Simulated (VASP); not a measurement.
# TiO2 in VASP: relaxation of shape and atoms at fixed volume with PBE

Aim: the relaxation of shape and atoms at fixed volume of TiO2 with PBE.

Everything below comes from runs of VASP 6.6.1. Logs are shortened: lines on timing, memory, paths and dates and some standing lists are left out, and cuts for length are marked.

## 1. The cell of the first run

The typed cell holds 12 atoms: a = 5.275 Å, b = 5.275 Å, c = 5.275 Å, α = 113.93°, β = 107.29°, γ = 107.29°.

## 2. Relaxation of shape and atoms at fixed volume, PBE (volume scaled by 0.88)

INCAR reads:

```
SYSTEM = TiO2
PREC = Accurate ; ENCUT = 600
EDIFF = 1E-7 ; ISMEAR = 0
SIGMA = 0.02 ; LREAL = .FALSE.
LASPH = .TRUE. ; NELM = 100
ALGO = Normal ; ISIF = 4
LWAVE = .FALSE. ; LCHARG = .FALSE.
GGA = PE ; IBRION = 2
NSW = 50 ; EDIFFG = -0.01
```

KPOINTS reads:

```
Automatic mesh
0
G
  6 6 6
  0 0 0
```

POSCAR reads:

```
TiO2
1.0
   -2.8755188977      3.1270819010      3.1270859991
    2.8755188977     -3.1270819010      3.1270859991
    2.8755188977      3.1270819010     -3.1270859991
Ti O
4 8
Direct
    0.5000180823      0.7500180823      0.7500000000
    0.4999819177      0.2499819177      0.2500000000
    0.0000000000      0.0000000000      0.5000000000
    0.0000000000      0.5000000000      0.0000000000
    0.3023236797      0.3023318436      0.5000081639
    0.1976715574      0.2499945550      0.9476770024
    0.3023236797      0.8023155157     -0.0000081639
    0.8023175526      0.2499945550      0.5523229976
    0.1976824474      0.7500054450      0.4476770024
    0.8023284426      0.7500054450      0.0523229976
    0.6976763203      0.1976844843      1.0000081639
    0.6976763203      0.6976681564      0.4999918361
```

Potentials or basis: VASP PAW PBE potentials, release 64 (Ti_sv, O).

Command:

```bash
cat potpaw_PBE.64/Ti_sv/POTCAR potpaw_PBE.64/O/POTCAR > POTCAR
mpirun -np 1 vasp_std > vasp.out
```

OUTCAR:

```text
SYSTEM = TiO2
   PREC = Accurate
   ENCUT = 600
   EDIFF = 1E-7
   ISMEAR = 0
   LREAL = .FALSE.
   LASPH = .TRUE.
   NELM = 100
   ISIF = 4
   GGA = PE
   IBRION = 2
   NSW = 50
   EDIFFG = -0.01

 ion  position               nearest neighbor table
   1  0.500  0.750  0.750-   9 1.89  10 1.89  12 1.90  11 1.90   7 1.90   5 1.90   2 2.88   2 2.88

   2  0.500  0.250  0.250-   6 1.89   8 1.89   5 1.90   7 1.90  11 1.90  12 1.90   1 2.88   1 2.88

   3  0.000  0.000  0.500-   5 1.89  12 1.89   9 1.90   8 1.90  10 1.90   6 1.90   4 2.88   4 2.88

   4  0.000  0.500  0.000-   7 1.89  11 1.89   8 1.90   9 1.90  10 1.90   6 1.90   3 2.88   3 2.88

   5  0.302  0.302  0.500-   3 1.89   2 1.90   1 1.90
   6  0.198  0.250  0.948-   2 1.89   3 1.90   4 1.90
   7  0.302  0.802  1.000-   4 1.89   2 1.90   1 1.90
   8  0.802  0.250  0.552-   2 1.89   3 1.90   4 1.90
   9  0.198  0.750  0.448-   1 1.89   3 1.90   4 1.90
  10  0.802  0.750  0.052-   1 1.89   3 1.90   4 1.90
  11  0.698  0.198  0.000-   4 1.89   1 1.90   2 1.90
  12  0.698  0.698  0.500-   3 1.89   1 1.90   2 1.90

  LATTYP: Found a body centered tetragonal cell.
 ALAT       =     6.2541638020
 C/A-ratio  =     0.9195534331

  Lattice vectors:

 A1 = (  -2.8755188977,   3.1270819010,  -3.1270859991)
 A2 = (  -2.8755188977,  -3.1270819010,   3.1270859991)
 A3 = (   2.8755188977,   3.1270819010,   3.1270859991)

Analysis of symmetry for initial positions (statically):
=====================================================================
 Subroutine PRICEL returns:
 Original cell was already a primitive cell.

 Routine SETGRP: Setting up the symmetry group for a
 body centered tetragonal supercell.

 Subroutine GETGRP returns: Found  8 space group operations
 (whereof  4 operations were pure point group operations)
 out of a pool of 16 trial point group operations.

The static configuration has the point symmetry C_2h.
 The point group associated with its full space group is D_2h.

Analysis of symmetry for dynamics (positions and initial velocities):
=====================================================================
 Subroutine PRICEL returns:
 Original cell was already a primitive cell.

 Routine SETGRP: Setting up the symmetry group for a
 body centered tetragonal supercell.

 Subroutine GETGRP returns: Found  8 space group operations
 (whereof  4 operations were pure point group operations)
 out of a pool of 16 trial point group operations.

The dynamic configuration has the point symmetry C_2h.
 The point group associated with its full space group is D_2h.

 Subroutine INISYM returns: Found  8 space group operations
 (whereof  4 operations are pure point group operations),
 and found     1 'primitive' translations

----------------------------------------------------------------------------------------

                                     Primitive cell

  volume of cell :     112.4748

  direct lattice vectors                    reciprocal lattice vectors
    -2.875518898  3.127081901  3.127085999     0.000000000  0.159893478  0.159893268
     2.875518898 -3.127081901  3.127085999     0.173881660  0.000000000  0.159893268
     2.875518898  3.127081901 -3.127085999     0.173881660  0.159893478  0.000000000

  length of vectors
     5.275027677  5.275027677  5.275027677     0.226123376  0.236221694  0.236221836

  position of ions in fractional coordinates (direct lattice)
     0.500018082  0.750018082  0.750000000
     0.499981918  0.249981918  0.250000000
     0.000000000  1.000000000  0.500000000
     0.000000000  0.500000000  1.000000000
     0.302323680  0.302331844  0.500008164
     0.197671557  0.249994555  0.947677002
     0.302323680  0.802315516  0.999991836
     0.802317553  0.249994555  0.552322998
     0.197682447  0.750005445  0.447677002
     0.802328443  0.750005445  0.052322998
     0.697676320  0.197684484  0.000008164
     0.697676320  0.697668156  0.499991836

  ion indices of the primitive-cell ions
   primitive index   ion index
                 1           1
                 2           2
                 3           3
                 4           4
                 5           5
                 6           6
                 7           7
                 8           8
                 9           9
                10          10
                11          11
                12          12

----------------------------------------------------------------------------------------

 KPOINTS: Automatic mesh

Automatic generation of k-mesh.
 Grid dimensions read from file:
 generate k-points for:    6    6    6

 Generating k-lattice:

  Cartesian coordinates                     Fractional coordinates (reciprocal lattice)
     0.000000000  0.026648913  0.026648878     0.166666667  0.000000000  0.000000000
     0.028980277  0.000000000  0.026648878     0.000000000  0.166666667 -0.000000000
     0.028980277  0.026648913  0.000000000     0.000000000 -0.000000000  0.166666667

  Length of vectors
     0.037687229  0.039370282  0.039370306

  Shift w.r.t. Gamma in fractional coordinates (k-lattice)
     0.000000000  0.000000000  0.000000000

 Subroutine IBZKPT returns following result:
 ===========================================

 Found     46 irreducible k-points:

 Following reciprocal coordinates:
            Coordinates               Weight
  0.000000  0.000000  0.000000      1.000000
  0.166667  0.000000 -0.000000      4.000000
  0.333333  0.000000 -0.000000      4.000000
  0.500000  0.000000 -0.000000      2.000000
  0.000000  0.166667  0.000000      4.000000
 -0.166667  0.166667  0.000000      4.000000
[... 16 lines left out ...]
 -0.166667  0.166667  0.166667      2.000000
  0.166667  0.333333  0.166667      4.000000
 [... further k-points ...]
   k-points           NKPTS =     46   k-points in BZ     NKDIM =     46   number of bands    NBANDS=     57
   number of dos      NEDOS =    301   number of ions     NIONS =     12
   total plane-waves  NPLWV =  74088
   dimension x,y,z NGX =    42 NGY =   42 NGZ =   42
   dimension x,y,z NGXF=    84 NGYF=   84 NGZF=   84
   ions per type =               4   8
   NGX,Y,Z   is equivalent  to a cutoff of  13.24, 13.24, 13.24 a.u.
   NGXF,Y,Z  is equivalent  to a cutoff of  26.47, 26.47, 26.47 a.u.
 SYSTEM =  TiO2
   PREC   = accura    normal or accurate (medium, high low for compatibility)
   ISTART =      0    job   : 0-new  1-cont  2-samecut
   ICHARG =      2    charge: 1-file 2-atom 10-const
   ISPIN  =      1    spin polarized calculation?
   LNONCOLLINEAR =      F non collinear calculations
   LSORBIT =      F    spin-orbit coupling
   LASPH  =      T    aspherical Exc in radial PAW
   ENCUT  =  600.0 eV  44.10 Ry    6.64 a.u.  10.54 10.54 10.54*2*pi/ulx,y,z
   NELM   =    100;   NELMIN=  2; NELMDL= -5     # of ELM steps
   EDIFF  = 0.1E-06   stopping-criterion for ELM
   LREAL  =      F    real-space projection
   EDIFFG = -.1E-01   stopping-criterion for IOM
   NSW    =     50    number of steps for IOM
   IBRION =      2    ionic relax: 0-MD 1-quasi-New 2-CG
   NFREE  =      1    steps in history (QN), initial steepest desc. (CG)
   ISIF   =      4    stress and relaxation
   ISYM   =      2    0-nonsym 1-usesym 2-fastsym
   POTIM  = 0.5000    time-step for ionic-motion
   TEBEG  =    0.0;   TEEND  =   0.0 temperature during run
   PSTRESS=    0.0 pullay stress
   NELECT =      96.0000    total number of electrons
   NUPDOWN=      -1.0000    fix difference up-down
   EMIN   =  10.00;   EMAX   =-10.00  energy-range for DOS
   EFERMI =   0.00;   METHOD = LEGACY
   ISMEAR =     0;   SIGMA  =   0.02  broadening in eV -4-tet -1-fermi 0-gaus
   EFERMI_NEDOS =   21; number of points for ismear=-14 and -15
   IALGO  =     38    algorithm
   IMIX   =      4    mixing-type and parameters
     AMIX     =   0.40;   BMIX     =  1.00
     AMIX_MAG =   1.60;   BMIX_MAG =  1.00
  volume/ion in A,a.u.               =       9.37        63.25
  Fermi-wavevector in a.u.,A,eV,Ry     =   1.552912  2.934578 32.810929  2.411535
  Thomas-Fermi vector in A             =   2.657219
   LORBIT       =      0    0 simple, 1 ext, 2 COOP (PROOUT), +10 PAW based schemes
   GGA     = PE    functional components
   LHFCALC =     F    Hartree Fock is set to
   AEXX    =    0.0000 exact exchange contribution
   IVDW    =     0    specifies the selected vdW correction
   LEPSILON=     F    determine dielectric tensor
   LRPA    =     F    only Hartree local field effects (RPA)
 conjugate gradient relaxation of ions
 non-spin polarized calculation
 Gauss-broadening in eV      SIGMA  =   0.02
  energy-cutoff  :      600.00
  volume of cell :      112.47
 maximum number of plane-waves:      3795
   NGX = 21   NGY = 21   NGZ = 21

--------------------------------------- Ionic step        1  -------------------------------------------

 number of electron      96.0000000 magnetization

 Free energy of the ion-electron system (eV)
  ---------------------------------------------------
  ext. energy  EPLUGINS =         0.00000000
  ---------------------------------------------------
  free energy    TOTEN  =      -105.76881947 eV

  energy without entropy =     -105.76881947  energy(sigma->0) =     -105.76881947

------------------------ aborting loop because EDIFF is reached ----------------------------------------

  FORCE on cell =-STRESS in cart. coord.  units (eV):
  Direction    XX          YY          ZZ          XY          YZ          ZX
  --------------------------------------------------------------------------------------
  -------------------------------------------------------------------------------------
  Total       26.8405681     25.0833590     25.0825959      0.0000000      0.0000000      0.0000000
  in kB      382.3375800    357.3065500    357.2956805      0.0000000      0.0000000      0.0000000
  external PRESSURE =     365.6466035 kB  Pullay stress =       0.0000000 kB
[... 123 lines left out ...]
  energy  without entropy=     -105.7742708626  energy(sigma->0) =     -105.77427086

--------------------------------------- Ionic step        4  -------------------------------------------

 number of electron      95.9999999 magnetization

 Free energy of the ion-electron system (eV)
  ---------------------------------------------------
  ext. energy  EPLUGINS =         0.00000000
  ---------------------------------------------------
  free energy    TOTEN  =      -105.77450255 eV

  energy without entropy =     -105.77450255  energy(sigma->0) =     -105.77450255

 E-fermi :   6.2458     XC(G=0): -11.9915

 val. band max:        6.0763253175   @ k =   0.0000   0.0000   0.0000
 cond. band min:       8.0630965181   @ k =   0.0000   0.0000   0.0000
 fundamental gap:      1.9867712007
 Fermi energy:         6.2458011546

 k-point     1 :       0.0000    0.0000    0.0000
  band No.  band energies     occupation
      1     -50.5977      2.00000
      2     -50.5666      2.00000
      3     -50.5253      2.00000
      4     -50.5253      2.00000
      5     -27.2886      2.00000
      6     -27.2886      2.00000
[... 1429 lines left out ...]
     56       9.5943      0.00000
     57      10.0824      0.00000

 [... further k-points ...]

------------------------ aborting loop because EDIFF is reached ----------------------------------------

  FORCE on cell =-STRESS in cart. coord.  units (eV):
  Direction    XX          YY          ZZ          XY          YZ          ZX
  --------------------------------------------------------------------------------------
  -------------------------------------------------------------------------------------
  Total       25.4198469     25.3569114     25.3561800      0.0000000     -0.0000000      0.0000000
  in kB      362.0997406    361.2032397    361.1928217      0.0000000     -0.0000000      0.0000000
  external PRESSURE =     361.4986007 kB  Pullay stress =       0.0000000 kB
[... 27 lines left out ...]
  FREE ENERGIE OF THE ION-ELECTRON SYSTEM (eV)
  ---------------------------------------------------
  free  energy   TOTEN  =      -105.7745025529 eV

  energy  without entropy=     -105.7745025529  energy(sigma->0) =     -105.77450255

 reached required accuracy - stopping structural energy minimisation
```

It took 13 min on 1 thread of Intel Xeon 6975P-C (Granite Rapids), shared host; peak memory 0.45 GiB.

What came out:

| Quantity | Value |
| --- | --- |
| Free energy | -105.7745 eV |
| Energy gained by relaxing | 0.5 meV/atom |
| Ionic steps | 4 |
| Pressure after relaxing | 36.1 GPa |
| Largest force after relaxing | 0.005 eV/Å |
| Band gap on the k mesh | 1.99 eV |

Forces in eV/Å, atoms in the order of the input:
```
Ti   0.000  0.000  0.000
Ti   0.000  0.000  0.000
Ti   0.000  0.000  0.000
Ti   0.000  0.000  0.000
O    0.000  0.000  0.005
O    0.000 -0.005  0.000
O    0.000  0.000  0.005
O    0.000  0.005  0.000
O    0.000 -0.005  0.000
O    0.000  0.005  0.000
O    0.000  0.000 -0.005
O    0.000  0.000 -0.005
```

The path:
```
step  energy change (eV)  largest force (eV/Å)  pressure (GPa)  volume (Å³)
   1              0.0000                0.1477           36.56       112.47
   2             -0.0039                0.1128           35.97       112.47
   3             -0.0055                0.0230           36.16       112.47
   4             -0.0057                0.0049           36.15       112.47
```

Final structure:
```
Ti O
1.0
    -2.88670    3.12102    3.12103
     2.88670   -3.12102    3.12103
     2.88670    3.12102   -3.12103
Ti O
4 8
Direct
  0.50002 0.75002 0.75000
  0.49998 0.24998 0.25000
  0.00000 0.00000 0.50000
  0.00000 0.50000 0.00000
  0.30172 0.30173 0.50001
  0.19828 0.24999 0.94828
  0.30172 0.80171 0.99999
  0.80171 0.24999 0.55172
  0.19829 0.75001 0.44828
  0.80172 0.75001 0.05172
  0.69828 0.19829 0.00001
  0.69828 0.69827 0.49999
```

Caveat: the cell differs from its parent crystal (volume scaled by 0.88).
